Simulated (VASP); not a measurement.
# Mo in VASP: single point with PBE

Aim: the single point of Mo with PBE.

All numbers are computed with VASP 6.6.1; they aren't measurements. Logs are shortened: lines on timing, memory, paths and dates and some standing lists are left out, and cuts for length are marked.

### Step 1. The cell of the first run

The cell holds a slab with vacuum, 12 atoms: a = 3.097 Å, b = 4.380 Å, c = 33.471 Å, α = 90.00°, β = 90.00°, γ = 90.00°.

### Step 2. Single point, PBE

Input file INCAR:

```
SYSTEM = Mo
  PREC = Accurate
  ENCUT = 400
  EDIFF = 1E-6
  ISMEAR = 1
  SIGMA = 0.1
  LREAL = .FALSE.
  LASPH = .TRUE.
  NELM = 120
  ALGO = Normal
  ISIF = 2
  LWAVE = .FALSE.
  LCHARG = .FALSE.
  LDIPOL = .TRUE.
  IDIPOL = 3
  DIPOL = 0.5 0.5 0.644
  GGA = PE
  NBANDS = 96
  GGA_COMPAT = .FALSE.
  NELMDL = -8
```

Input file KPOINTS:

```
regular mesh
0
G
  12 8 1
  0 0 0
```

Input file POSCAR:

```
Mo
1.0
    3.0969278955      0.0000000000      0.0000000000
    0.0000000000      4.3797173832      0.0000000000
    0.0000000000      0.0000000000     33.4711296441
Mo
12
Direct
    0.0000000000      0.6247940983      0.4776166740
    0.5000000000      0.1361656223      0.4705216834
    0.5000000000      0.6222832363      0.5420311649
    0.0000000000      0.1209682506      0.5415258862
    0.0000000000      0.6198109683      0.6101863395
    0.5000000000      0.1197331734      0.6096651316
    0.5000000000      0.6206126291      0.6776874711
    0.0000000000      0.1205442329      0.6780533265
    0.0000000000      0.6211365695      0.7463021715
    0.5000000000      0.1204735900      0.7458835835
    0.5000000000      0.6205889060      0.8112782156
    0.0000000000      0.1213512956      0.8115353109
```

Potentials or basis: VASP PAW PBE potentials, release 64 (Mo_sv).

Command:

```sh
cat potpaw_PBE.64/Mo_sv/POTCAR > POTCAR
mpirun -np 1 vasp_std > vasp.out
```

OUTCAR:

```text
SYSTEM = Mo
   PREC = Accurate
   ENCUT = 400
   EDIFF = 1E-6
   ISMEAR = 1
   LREAL = .FALSE.
   LASPH = .TRUE.
   NELM = 120
   ISIF = 2
   GGA = PE
   NELMDL = -8

 ion  position               nearest neighbor table
   1  0.000  0.625  0.478-   2 2.65   2 2.65   3 2.65   3 2.65   2 2.73   2 2.73   4 3.05   4 3.07

   2  0.500  0.136  0.471-   1 2.65   1 2.65   1 2.73   1 2.73   4 2.84   4 2.84   3 3.20   3 3.29

   3  0.500  0.622  0.542-   1 2.65   1 2.65   4 2.68   4 2.68   4 2.69   4 2.69   5 2.76   5 2.76
                             6 3.14   6 3.16   2 3.20   2 3.29
   4  0.000  0.121  0.542-   3 2.68   3 2.68   3 2.69   3 2.69   6 2.76   6 2.76   2 2.84   2 2.84
                             1 3.05   1 3.07   5 3.17   5 3.18
   5  0.000  0.620  0.610-   6 2.68   6 2.68   6 2.68   6 2.68   7 2.74   7 2.74   3 2.76   3 2.76
                             8 3.15   8 3.16   4 3.17   4 3.18
   6  0.500  0.120  0.610-   5 2.68   5 2.68   5 2.68   5 2.68   4 2.76   4 2.76   8 2.76   8 2.76
                             3 3.14   7 3.16   3 3.16   7 3.16
   7  0.500  0.621  0.678-   8 2.68   8 2.68   8 2.68   8 2.68   5 2.74   5 2.74   9 2.77   9 2.77
                             6 3.16   6 3.16  10 3.16  10 3.16
   8  0.000  0.121  0.678-   7 2.68   7 2.68   7 2.68   7 2.68  10 2.75  10 2.75   6 2.76   6 2.76
                             5 3.15   5 3.16   9 3.16   9 3.17
   9  0.000  0.621  0.746-  11 2.67  11 2.67  10 2.68  10 2.68  10 2.68  10 2.68   7 2.77   7 2.77
                            12 3.09  12 3.09   8 3.16   8 3.17
  10  0.500  0.120  0.746-   9 2.68   9 2.68   9 2.68   9 2.68  12 2.69  12 2.69   8 2.75   8 2.75
                            11 3.10  11 3.10   7 3.16   7 3.16
  11  0.500  0.621  0.811-   9 2.67   9 2.67  12 2.68  12 2.68  12 2.68  12 2.68  10 3.10  10 3.10

  12  0.000  0.121  0.812-  11 2.68  11 2.68  11 2.68  11 2.68  10 2.69  10 2.69   9 3.09   9 3.09

  LATTYP: Found a simple orthorhombic cell.
 ALAT       =     3.0969278955
 B/A-ratio  =     1.4142135468
 C/A-ratio  =    10.8078491891

  Lattice vectors:

 A1 = (   3.0969278955,   0.0000000000,   0.0000000000)
 A2 = (   0.0000000000,   4.3797173832,   0.0000000000)
 A3 = (   0.0000000000,   0.0000000000,  33.4711296441)

Analysis of symmetry for initial positions (statically):
=====================================================================
 Subroutine PRICEL returns:
 Original cell was already a primitive cell.

 Routine SETGRP: Setting up the symmetry group for a
 simple orthorhombic supercell.

 Subroutine GETGRP returns: Found  2 space group operations
 (whereof  2 operations were pure point group operations)
 out of a pool of  8 trial point group operations.

The static configuration has the point symmetry C_1h.

Analysis of symmetry for dynamics (positions and initial velocities):
=====================================================================
 Subroutine PRICEL returns:
 Original cell was already a primitive cell.

 Routine SETGRP: Setting up the symmetry group for a
 simple orthorhombic supercell.

 Subroutine GETGRP returns: Found  2 space group operations
 (whereof  2 operations were pure point group operations)
 out of a pool of  8 trial point group operations.

The dynamic configuration has the point symmetry C_1h.

 Subroutine INISYM returns: Found  2 space group operations
 (whereof  2 operations are pure point group operations),
 and found     1 'primitive' translations

----------------------------------------------------------------------------------------

                                     Primitive cell

  volume of cell :     453.9913

  direct lattice vectors                    reciprocal lattice vectors
     3.096927895  0.000000000  0.000000000     0.322900640  0.000000000  0.000000000
     0.000000000  4.379717383  0.000000000     0.000000000  0.228325235  0.000000000
     0.000000000  0.000000000 33.471129644     0.000000000  0.000000000  0.029876494

  length of vectors
     3.096927895  4.379717383 33.471129644     0.322900640  0.228325235  0.029876494

  position of ions in fractional coordinates (direct lattice)
     0.000000000  0.624794098  0.477616674
     0.500000000  0.136165622  0.470521683
     0.500000000  0.622283236  0.542031165
     0.000000000  0.120968251  0.541525886
     0.000000000  0.619810968  0.610186339
[... 40 lines left out ...]

  Shift w.r.t. Gamma in fractional coordinates (k-lattice)
     0.000000000  0.000000000  0.000000000

 Subroutine IBZKPT returns following result:
 ===========================================

 Found     35 irreducible k-points:

 Following reciprocal coordinates:
            Coordinates               Weight
  0.000000  0.000000  0.000000      1.000000
  0.083333  0.000000  0.000000      2.000000
  0.166667  0.000000  0.000000      2.000000
  0.250000  0.000000  0.000000      2.000000
  0.333333  0.000000  0.000000      2.000000
  0.416667  0.000000  0.000000      2.000000
[... 16 lines left out ...]
  0.083333  0.375000  0.000000      4.000000
  0.166667  0.375000  0.000000      4.000000
 [... further k-points ...]
   k-points           NKPTS =     35   k-points in BZ     NKDIM =     35   number of bands    NBANDS=     96
   number of dos      NEDOS =    301   number of ions     NIONS =     12
   total plane-waves  NPLWV = 134400
   dimension x,y,z NGX =    20 NGY =   30 NGZ =  224
   dimension x,y,z NGXF=    40 NGYF=   60 NGZF=  448
   ions per type =              12
   NGX,Y,Z   is equivalent  to a cutoff of  10.74, 11.39, 11.13 a.u.
   NGXF,Y,Z  is equivalent  to a cutoff of  21.47, 22.77, 22.25 a.u.
 SYSTEM =  Mo
   PREC   = accura    normal or accurate (medium, high low for compatibility)
   ISTART =      0    job   : 0-new  1-cont  2-samecut
   ICHARG =      2    charge: 1-file 2-atom 10-const
   ISPIN  =      1    spin polarized calculation?
   LNONCOLLINEAR =      F non collinear calculations
   LSORBIT =      F    spin-orbit coupling
   LASPH  =      T    aspherical Exc in radial PAW
   ENCUT  =  400.0 eV  29.40 Ry    5.42 a.u.   5.05  7.14 54.58*2*pi/ulx,y,z
   NELM   =    120;   NELMIN=  2; NELMDL= -8     # of ELM steps
   EDIFF  = 0.1E-05   stopping-criterion for ELM
   LREAL  =      F    real-space projection
   EDIFFG = 0.1E-04   stopping-criterion for IOM
   NSW    =      0    number of steps for IOM
   IBRION =     -1    ionic relax: 0-MD 1-quasi-New 2-CG
   NFREE  =      0    steps in history (QN), initial steepest desc. (CG)
   ISIF   =      2    stress and relaxation
   ISYM   =      2    0-nonsym 1-usesym 2-fastsym
   POTIM  = 0.5000    time-step for ionic-motion
   TEBEG  =    0.0;   TEEND  =   0.0 temperature during run
   PSTRESS=    0.0 pullay stress
   NELECT =     168.0000    total number of electrons
   NUPDOWN=      -1.0000    fix difference up-down
   EMIN   =  10.00;   EMAX   =-10.00  energy-range for DOS
   EFERMI =   0.00;   METHOD = LEGACY
   ISMEAR =     1;   SIGMA  =   0.10  broadening in eV -4-tet -1-fermi 0-gaus
   EFERMI_NEDOS =   21; number of points for ismear=-14 and -15
   IALGO  =     38    algorithm
   IMIX   =      4    mixing-type and parameters
     AMIX     =   0.40;   BMIX     =  1.00
     AMIX_MAG =   1.60;   BMIX_MAG =  1.00
  volume/ion in A,a.u.               =      37.83       255.31
  Fermi-wavevector in a.u.,A,eV,Ry     =   1.175336  2.221063 18.795291  1.381415
  Thomas-Fermi vector in A             =   2.311718
   LORBIT       =      0    0 simple, 1 ext, 2 COOP (PROOUT), +10 PAW based schemes
   GGA     = PE    functional components
   LHFCALC =     F    Hartree Fock is set to
   AEXX    =    0.0000 exact exchange contribution
   IVDW    =     0    specifies the selected vdW correction
   LEPSILON=     F    determine dielectric tensor
   LRPA    =     F    only Hartree local field effects (RPA)
 non-spin polarized calculation
 Methfessel and Paxton  Order N= 1 SIGMA  =   0.10
  energy-cutoff  :      400.00
  volume of cell :      453.99
 maximum number of plane-waves:      8318
   NGX = 11   NGY = 15   NGZ =109

 dipolmoment           0.000000      0.000000      0.000624 electrons x Angstroem

 number of electron     167.9999995 magnetization

 dipolmoment           0.000000      0.000000     -0.001056 electrons x Angstroem

 Free energy of the ion-electron system (eV)
  ---------------------------------------------------
  ext. energy  EPLUGINS =         0.00000000
  ---------------------------------------------------
  free energy    TOTEN  =      -126.12573007 eV

  energy without entropy =     -126.12310036  energy(sigma->0) =     -126.12485350

 E-fermi :   2.5270     XC(G=0):  -6.1328

 val. band max:        2.5231625166   @ k =   0.4167   0.1250   0.0000
 cond. band min:       2.5274623446   @ k =   0.5000   0.5000   0.0000
 fundamental gap:      0.0042998280
 Fermi energy:         2.5269722090

 k-point     1 :       0.0000    0.0000    0.0000
  band No.  band energies     occupation
      1     -58.7531      2.00000
      2     -58.7170      2.00000
      3     -58.6406      2.00000
      4     -58.5552      2.00000
      5     -58.4692      2.00000
      6     -58.4452      2.00000
[... 2365 lines left out ...]
     95       3.5504     -0.00000
     96       3.6129     -0.00000

 [... further k-points ...]

------------------------ aborting loop because EDIFF is reached ----------------------------------------

 vacuum level on the upper side and lower side of the slab       (xc-potential included)        -0.013         0.001

  FORCE on cell =-STRESS in cart. coord.  units (eV):
  Direction    XX          YY          ZZ          XY          YZ          ZX
  --------------------------------------------------------------------------------------
  -------------------------------------------------------------------------------------
  Total        5.5645809      1.9062158     -2.9791921      0.0000000      0.3652649      0.0000000
  in kB       19.6379201      6.7272119    -10.5138442      0.0000000      1.2890534      0.0000000
  external PRESSURE =       5.2837626 kB  Pullay stress =       0.0000000 kB

 VOLUME and BASIS-vectors are now :
 -----------------------------------------------------------------------------
  energy-cutoff  :      400.00
  volume of cell :      453.99
      direct lattice vectors                 reciprocal lattice vectors
     3.096927895  0.000000000  0.000000000     0.322900640  0.000000000  0.000000000
     0.000000000  4.379717383  0.000000000     0.000000000  0.228325235  0.000000000
     0.000000000  0.000000000 33.471129644     0.000000000  0.000000000  0.029876494

 POSITION                                       TOTAL-FORCE (eV/Angst)
 -----------------------------------------------------------------------------------
      0.00000      2.73642     15.98637         0.000000      0.084135     -0.184659
      1.54846      0.59637     15.74889         0.000000     -0.213259      0.964497
      1.54846      2.72542     18.14240         0.000000     -0.005530     -0.393071
      0.00000      0.52981     18.12548         0.000000      0.087476     -0.378724
      0.00000      2.71460     20.42363         0.000000      0.019684     -0.059194
      1.54846      0.52440     20.40618         0.000000      0.045592      0.043544
      1.54846      2.71811     22.68297         0.000000     -0.016515     -0.029178
      0.00000      0.52795     22.69521         0.000000      0.003239     -0.024285
      0.00000      2.72040     24.97958         0.000000     -0.024700      0.060211
      1.54846      0.52764     24.96557         0.000000      0.027758     -0.007362
      1.54846      2.71800     27.15440         0.000000      0.007903     -0.086001
      0.00000      0.53148     27.16300         0.000000     -0.015783      0.094222
 -----------------------------------------------------------------------------------
    total drift:                               -0.000000      0.002648      0.000356

  FREE ENERGIE OF THE ION-ELECTRON SYSTEM (eV)
  ---------------------------------------------------
  free  energy   TOTEN  =      -126.1257300730 eV

  energy  without entropy=     -126.1231003631  energy(sigma->0) =     -126.12485350

 vacuum level on the upper side and lower side of the slab         7.156         7.170
```

Run time: 1.7 h. Hardware: 1 thread of Intel Xeon 8259CL, shared host; peak memory 0.78 GiB.

Results:

```
Free energy            : -126.1257 eV
Largest force          : 0.988 eV/Å
Band gap on the k mesh : zero (bands 84 and 85 overlap by 2.24 eV)
```

Forces on the atoms (eV/Å):
```
Mo   0.000  0.084 -0.185
Mo   0.000 -0.213  0.964
Mo   0.000 -0.006 -0.393
Mo   0.000  0.087 -0.379
Mo   0.000  0.020 -0.059
Mo   0.000  0.046  0.044
Mo   0.000 -0.017 -0.029
Mo   0.000  0.003 -0.024
Mo   0.000 -0.025  0.060
Mo   0.000  0.028 -0.007
Mo   0.000  0.008 -0.086
Mo   0.000 -0.016  0.094
```
